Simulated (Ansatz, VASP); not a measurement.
**RbBr in VASP and in Ansatz**

The input POSCAR:

```
RbBr
1.0
    4.1242532581     -0.0861968931      0.0000000000
   -0.0861968931      4.1242532581      0.0000000000
    0.0000000000      0.0000000000      4.1242532581
Rb Br
1 1
Direct
    0.0000000000      0.0000000000      0.0000000000
    0.5000000000      0.5000000000      0.5000000000
```

File INCAR.step1:

```
ALGO = Normal
EDIFF = 1E-5
ENCUT = 520
GGA = PE
ISIF = 2
ISMEAR = 0
LASPH = True
LREAL = False
LWAVE = True
NBANDS = 15
NELM = 80
PREC = Accurate
SIGMA = 0.01
```

File INCAR.step2:

```
ALGO = Normal
EDIFF = 1E-6
ENCUT = 520
GGA = PE
HFSCREEN = 0.2079
ISIF = 2
ISMEAR = 0
ISTART = 1
LASPH = True
LCHARG = True
LELF = True
LHFCALC = True
LREAL = False
LVHAR = True
LWAVE = False
NBANDS = 15
NELM = 80
PREC = Accurate
PRECFOCK = Normal
SIGMA = 0.01
```

File KPOINTS:

```
k-points
0
Gamma
  4 4 4
```

Input for Ansatz:

```yaml
crystal:
  lattice:
    - [4.1242532581, -0.0861968931, 0.0]
    - [-0.0861968931, 4.1242532581, 0.0]
    - [0.0, 0.0, 4.1242532581]
  atoms:
    - { symbol: Rb, position: [0.0, 0.0, 0.0] }
    - { symbol: Br, position: [0.5, 0.5, 0.5] }
kpoints:
  mp_grid: { grid: [4, 4, 4] }
  band_path:
    path:
      - [0.0, 0.0, 0.0]
      - [0.0, 0.5, 0.0]
      - [0.5, 0.5, 0.0]
      - [0.5, 0.5, 0.5]
      - [0.0, 0.5, 0.5]
    npoints: 1
hamiltonian:
  xc: hse06
scf:
  occupations: { method: fixed }
  n_extra_bands: 4
output:
  forces: true
  stress: true
  eigenvalues: true
```

Change from the starting cell: shear_xy strain -4.2%.

Alike in both runs: task single point; functional HSE06; k mesh 4 × 4 × 4; no spin polarisation.

```csv
,VASP,Ansatz
version,VASP 6.6.1,Ansatz 0.2.0
potentials or method,"VASP PAW PBE potentials, release 64 (Rb_sv, Br)","plane waves, PAW"
plane-wave cutoff (eV),520,420
occupations,"gaussian, width 0.01 eV",fixed
valence electrons in the cell,16,16
```

```csv
,VASP,Ansatz,Ansatz less VASP
gap on the k mesh at the Fermi level (eV),5.27,5.27,-0.001
pressure (GPa),0.5,0.5,0.00
"traceless stress, the component that is largest in VASP (GPa)",0.27,0.27,-0.002
```

Ansatz's warnings: stress exchange threshold loose, stress scf threshold loose.
